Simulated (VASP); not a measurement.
# GaP (F-43m) in VASP: settings compared

GaP is run at these levels: HF, B3LYP; tasks: single point, relaxation of cell and atoms.

All numbers are computed with VASP 6.6.1; they aren't measurements. Logs are shortened: lines on timing, memory, paths and dates and some standing lists are left out, and cuts for length are marked.

**1. The cell of the first run**

The structure is cubic, space group F-43m (No. 216). Conventional cell: a = 5.554 Å, b = 5.554 Å, c = 5.554 Å, α = 90.00°, β = 90.00°, γ = 90.00°. Ga (site symmetry -43m) has 4 P at 2.41 Å within 3.2 Å. P (site symmetry -43m) has 4 Ga at 2.41 Å within 3.2 Å.

**2. Single point, HF**

Input file POSCAR:

```
GaP
1.0
    0.0000000000      2.7771715394      2.7771715394
    2.7771715394      0.0000000000      2.7771715394
    2.7771715394      2.7771715394      0.0000000000
Ga P
1 1
Direct
    0.0000000000      0.0000000000      0.0000000000
    0.7500000000      0.7500000000      0.7500000000
```

Input file INCAR.step1:

```
ALGO     = Normal         # electronic algorithm
EDIFF    = 1E-5           # SCF threshold, eV
ENCUT    = 520            # plane-wave cutoff, eV
GGA      = PE             # functional
ISIF     = 2              # what is computed and relaxed
ISMEAR   = -1             # smearing method
LASPH    = T              # aspherical terms in the spheres
LCHARG   = F              # write CHGCAR
LREAL    = F              # projectors in reciprocal space
LWAVE    = T              # write WAVECAR
NBANDS   = 16             # bands
NELM     = 100            # most SCF steps
PREC     = Accurate       # precision mode
SIGMA    = 0.05           # smearing width, eV
```

Input file INCAR.step2:

```
AEXX     = 1.0            # exact-exchange fraction
AGGAC    = 0.0          
ALDAC    = 0.0          
ALGO     = Normal         # electronic algorithm
EDIFF    = 1E-6           # SCF threshold, eV
ENCUT    = 520            # plane-wave cutoff, eV
GGA      = PE             # functional
ISIF     = 2              # what is computed and relaxed
ISMEAR   = -1             # smearing method
ISTART   = 1            
LASPH    = T              # aspherical terms in the spheres
LCHARG   = F              # write CHGCAR
LHFCALC  = T              # exact exchange
LREAL    = F              # projectors in reciprocal space
LWAVE    = F              # write WAVECAR
NBANDS   = 16             # bands
NELM     = 100            # most SCF steps
PREC     = Accurate       # precision mode
PRECFOCK = Normal       
SIGMA    = 0.05           # smearing width, eV
```

Input file KPOINTS:

```
k-points
0
Gamma
  4 4 4
```

Potentials or basis: VASP PAW PBE potentials, release 64 (Ga_d, P).

The run is started by

```
$ cat potpaw_PBE.64/Ga_d/POTCAR potpaw_PBE.64/P/POTCAR > POTCAR
$ cp INCAR.step1 INCAR
$ mpirun -np 1 vasp_std > vasp.out
$ cp INCAR.step2 INCAR
$ mpirun -np 1 vasp_std > vasp.out
```

OUTCAR:

```text
AEXX = 1.0
   EDIFF = 1E-6
   ENCUT = 520
   GGA = PE
   ISIF = 2
   ISMEAR = -1
   ISTART = 1
   LASPH = T
   LHFCALC = T
   LREAL = F
   NELM = 100
   PREC = Accurate
   PRECFOCK = Normal

 ion  position               nearest neighbor table
   1  0.000  0.000  0.000-   2 2.41   2 2.41   2 2.41   2 2.41
   2  0.750  0.750  0.750-   1 2.41   1 2.41   1 2.41   1 2.41

  LATTYP: Found a face centered cubic cell.
 ALAT       =     5.5543430788

  Lattice vectors:

 A1 = (   0.0000000000,   2.7771715394,   2.7771715394)
 A2 = (   2.7771715394,   0.0000000000,   2.7771715394)
 A3 = (   2.7771715394,   2.7771715394,   0.0000000000)

Analysis of symmetry for initial positions (statically):
=====================================================================
 Subroutine PRICEL returns:
 Original cell was already a primitive cell.

 Routine SETGRP: Setting up the symmetry group for a
 face centered cubic supercell.

 Subroutine GETGRP returns: Found 24 space group operations
 (whereof 24 operations were pure point group operations)
 out of a pool of 48 trial point group operations.

The static configuration has the point symmetry T_d .

Analysis of symmetry for dynamics (positions and initial velocities):
=====================================================================
 Subroutine PRICEL returns:
 Original cell was already a primitive cell.

 Routine SETGRP: Setting up the symmetry group for a
 face centered cubic supercell.

 Subroutine GETGRP returns: Found 24 space group operations
 (whereof 24 operations were pure point group operations)
 out of a pool of 48 trial point group operations.

The dynamic configuration has the point symmetry T_d .

 Subroutine INISYM returns: Found 24 space group operations
 (whereof 24 operations are pure point group operations),
 and found     1 'primitive' translations

----------------------------------------------------------------------------------------

                                     Primitive cell

  volume of cell :      42.8389

  direct lattice vectors                    reciprocal lattice vectors
     0.000000000  2.777171539  2.777171539    -0.180039293  0.180039293  0.180039293
     2.777171539  0.000000000  2.777171539     0.180039293 -0.180039293  0.180039293
     2.777171539  2.777171539  0.000000000     0.180039293  0.180039293 -0.180039293

  length of vectors
     3.927513656  3.927513656  3.927513656     0.311837203  0.311837203  0.311837203

  position of ions in fractional coordinates (direct lattice)
[... 70 lines left out ...]
   POTIM  = 0.5000    time-step for ionic-motion
   TEBEG  =    0.0;   TEEND  =   0.0 temperature during run
   PSTRESS=    0.0 pullay stress
   NELECT =      18.0000    total number of electrons
   NUPDOWN=      -1.0000    fix difference up-down
   EMIN   =  10.00;   EMAX   =-10.00  energy-range for DOS
   EFERMI =   0.00;   METHOD = LEGACY
   ISMEAR =    -1;   SIGMA  =   0.05  broadening in eV -4-tet -1-fermi 0-gaus
   EFERMI_NEDOS =   21; number of points for ismear=-14 and -15
   IALGO  =     38    algorithm
   IMIX   =      1    mixing-type and parameters
     AMIX     =   0.40;   BMIX     =  1.00
     AMIX_MAG =   1.60;   BMIX_MAG =  1.00
  volume/ion in A,a.u.               =      21.42       144.55
  Fermi-wavevector in a.u.,A,eV,Ry     =   1.226176  2.317137 20.456477  1.503509
  Thomas-Fermi vector in A             =   2.361187
   LORBIT       =      0    0 simple, 1 ext, 2 COOP (PROOUT), +10 PAW based schemes
   GGA     = PE    functional components
   LHFCALC =     T    Hartree Fock is set to
   PRECFOCK=normal    Normal, Fast or Accurate (Low or Medium for compatibility)
   ENCUT4O =  -1.0   cutoff for four orbital integrals eV
   NKREDX  =     1    reduce k-point grid by
   NKREDY  =     1    reduce k-point grid by
   NKREDZ  =     1    reduce k-point grid by
   AEXX    =    1.0000 exact exchange contribution
   HFSCREEN=    0.0000 screening length (either q_TF or 0.3 A-1)
   HFSCREENC=   0.0000 screening length for correlation (either q_TF or 0.3 A-1)
   ENCUTFOCK=  -1.0 apply spherical cutoff to Coloumb kernel
   IVDW    =     0    specifies the selected vdW correction
   LEPSILON=     F    determine dielectric tensor
   LRPA    =     F    only Hartree local field effects (RPA)
 non-spin polarized calculation
  energy-cutoff  :      520.00
  volume of cell :       42.84
 maximum number of plane-waves:      1174
 NGX is ok and might be reduce to    30
  NGX = 24; NGY = 24; NGZ = 24

 number of electron      18.0000013 magnetization

 Free energy of the ion-electron system (eV)
  ---------------------------------------------------
  ext. energy  EPLUGINS =         0.00000000
  ---------------------------------------------------
  free energy    TOTEN  =       -17.29617643 eV

  energy without entropy =      -17.29617643  energy(sigma->0) =      -17.29617643

 E-fermi :   3.0332     XC(G=0):   0.0000

 val. band max:        1.8801748574   @ k =   0.0000   0.0000   0.0000
 cond. band min:       9.8089383902   @ k =   0.5000   0.5000   0.0000
 fundamental gap:      7.9287635328
 Fermi energy:         3.0331573910

 k-point     1 :       0.0000    0.0000    0.0000
  band No.  band energies     occupation
      1     -22.6123      2.00000
      2     -22.6123      2.00000
      3     -22.6123      2.00000
      4     -22.5049      2.00000
      5     -22.5049      2.00000
      6     -15.0252      2.00000
[... 129 lines left out ...]
      3     -22.5729      2.00000
      4     -22.5142      2.00000
      5     -22.5008      2.00000
      6     -11.3660      2.00000
[... 8 lines left out ...]
     15      22.4514      0.00000
     16      23.9404      0.00000

------------------------ aborting loop because EDIFF is reached ----------------------------------------

  FORCE on cell =-STRESS in cart. coord.  units (eV):
  Direction    XX          YY          ZZ          XY          YZ          ZX
  --------------------------------------------------------------------------------------
  -------------------------------------------------------------------------------------
  Total       -0.1713404     -0.1713404     -0.1713404     -0.0000000     -0.0000000      0.0000000
  in kB       -6.4081446     -6.4081446     -6.4081446     -0.0000000     -0.0000000      0.0000000
  external PRESSURE =      -6.4081446 kB  Pullay stress =       0.0000000 kB

 VOLUME and BASIS-vectors are now :
 -----------------------------------------------------------------------------
  energy-cutoff  :      520.00
  volume of cell :       42.84
      direct lattice vectors                 reciprocal lattice vectors
     0.000000000  2.777171539  2.777171539    -0.180039293  0.180039293  0.180039293
     2.777171539  0.000000000  2.777171539     0.180039293 -0.180039293  0.180039293
     2.777171539  2.777171539  0.000000000     0.180039293  0.180039293 -0.180039293

 POSITION                                       TOTAL-FORCE (eV/Angst)
 -----------------------------------------------------------------------------------
      0.00000      0.00000      0.00000        -0.000000     -0.000000     -0.000000
      4.16576      4.16576      4.16576         0.000000      0.000000      0.000000
 -----------------------------------------------------------------------------------
    total drift:                                0.000071      0.000047      0.000026

  FREE ENERGIE OF THE ION-ELECTRON SYSTEM (eV)
  ---------------------------------------------------
  free  energy   TOTEN  =       -17.2961764323 eV

  energy  without entropy=      -17.2961764323  energy(sigma->0) =      -17.29617643
```

OUTCAR.step1:

```text
EDIFF = 1E-5
   ENCUT = 520
   GGA = PE
   ISIF = 2
   ISMEAR = -1
[... 354 lines left out ...]
 -----------------------------------------------------------------------------------
      0.00000      0.00000      0.00000         0.000000      0.000000      0.000000
      4.16576      4.16576      4.16576        -0.000000     -0.000000     -0.000000
 -----------------------------------------------------------------------------------
    total drift:                               -0.000002     -0.000002     -0.000002

  FREE ENERGIE OF THE ION-ELECTRON SYSTEM (eV)
  ---------------------------------------------------
  free  energy   TOTEN  =        -8.9842258548 eV

  energy  without entropy=       -8.9842257318  energy(sigma->0) =       -8.98422579
```

OSZICAR.step1:

```text
N       E                     dE             d eps       ncg     rms          rms(c)
DAV:   1     0.747539949649E+02    0.74754E+02   -0.90550E+03   264   0.156E+03
DAV:   2    -0.318098246863E+01   -0.77935E+02   -0.73537E+02   288   0.293E+02
DAV:   3    -0.917330420978E+01   -0.59923E+01   -0.59693E+01   312   0.631E+01
DAV:   4    -0.926471633759E+01   -0.91412E-01   -0.91379E-01   320   0.837E+00
DAV:   5    -0.926624892621E+01   -0.15326E-02   -0.15326E-02   328   0.898E-01    0.403E+00
DAV:   6    -0.900825017558E+01    0.25800E+00   -0.40405E-01   400   0.102E+01    0.267E+00
DAV:   7    -0.898247321322E+01    0.25777E-01   -0.93483E-02   320   0.196E+00    0.110E+00
DAV:   8    -0.898347694189E+01   -0.10037E-02   -0.14733E-02   328   0.142E+00    0.168E-01
DAV:   9    -0.898403408535E+01   -0.55714E-03   -0.15361E-03   312   0.552E-01    0.904E-02
DAV:  10    -0.898413368857E+01   -0.99603E-04   -0.12842E-04   368   0.109E-01    0.478E-02
DAV:  11    -0.898422634526E+01   -0.92657E-04   -0.12918E-04   304   0.973E-02    0.558E-03
DAV:  12    -0.898422585476E+01    0.49050E-06   -0.33959E-06   248   0.240E-02
   1 F= -.89842259E+01 E0= -.89842258E+01  d E =-.122922E-06
```

Wall time 9.6 min (1 thread of Intel Xeon Platinum 8375C at 2.90GHz (Ice Lake), shared host); peak memory 0.17 GiB.

What came out:

```yaml
Free_energy: -17.2962 eV
Pressure: -0.6 GPa
Band_gap_on_the_k_mesh: 7.93 eV (least direct gap 8.80 eV)
```

Levels at points of the mesh, in eV from the valence-band top:
| k point | band 5 | band 6 | band 7 | band 8 | band 9 | band 10 | band 11 | band 12 | band 13 | band 14 |
| --- | --- | --- | --- | --- | --- | --- | --- | --- | --- | --- |
| (0.00, 0.00, 0.00) | -24.39 | -16.91 | 0.00 | 0.00 | 0.00 | 8.80 | 10.96 | 10.96 | 10.96 | 16.31 |
| (0.50, 0.00, 0.00) | -24.38 | -14.41 | -8.36 | -1.34 | -1.34 | 8.42 | 11.81 | 11.81 | 15.52 | 18.89 |
| (0.50, 0.50, 0.00) | -24.37 | -13.33 | -8.48 | -3.28 | -3.28 | 7.93 | 8.44 | 19.38 | 19.38 | 19.52 |

Caveat: the k points lie up to 0.49 Å⁻¹ apart; the PAW data sets were made with another functional, which shifts forces and pressure a little. A k mesh can miss the band edges.

(Continued in part 2 of 3.)
